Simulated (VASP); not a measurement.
Input of a VASP 6.6.1 run:

POSCAR

```
MgO
1.0
    2.1022009521      2.1022009521      0.0000000000
   -2.1022009521      2.1022009521      0.0000000000
    0.0891888329      0.0891888329      4.2044019043
Mg O
2 2
Direct
    0.0000000000      0.0000000000      0.0000000000
    0.5000000000      0.5000000000      0.5000000000
    0.5000000000      0.5000000000      0.0000000000
    0.0000000000      0.0000000000      0.5000000000
```

File INCAR.step1:

```
PREC = Accurate
ENCUT = 520
ISMEAR = 0
SIGMA = 0.02
LREAL = F
LASPH = T
NELM = 100
NBANDS = 16
GGA = PE
ALGO = Normal
EDIFF = 1E-4
LWAVE = T
LCHARG = F
```

File INCAR.step2:

```
PREC = Accurate
ENCUT = 520
EDIFF = 1E-7
ISMEAR = 0
SIGMA = 0.02
LREAL = F
LASPH = T
NELM = 100
ALGO = Normal
ISIF = 2
LWAVE = F
LCHARG = F
METAGGA = R2SCAN
LMIXTAU = T
NBANDS = 16
ISTART = 1
```

Contents of KPOINTS:

```
Automatic mesh
0
Gamma
  8 8 6
```

Potentials or basis: VASP PAW PBE potentials, release 64 (Mg, O).

The run is started by

```console
$ cat potpaw_PBE.64/Mg/POTCAR potpaw_PBE.64/O/POTCAR > POTCAR
$ cp INCAR.step1 INCAR
$ mpirun -np 1 vasp_std > vasp.out
$ cp INCAR.step2 INCAR
$ mpirun -np 1 vasp_std > vasp.out
```

(1) Estimate the pressure.

(2) What does it give for the band gap on the k mesh?

Results:

(1) -1.1 GPa.

(2) 5.53 eV.

Caveat: the cell differs from its parent crystal (shear of c along a, cell held: +3.0 %); the PAW data sets were made with another functional, which shifts forces and pressure a little.
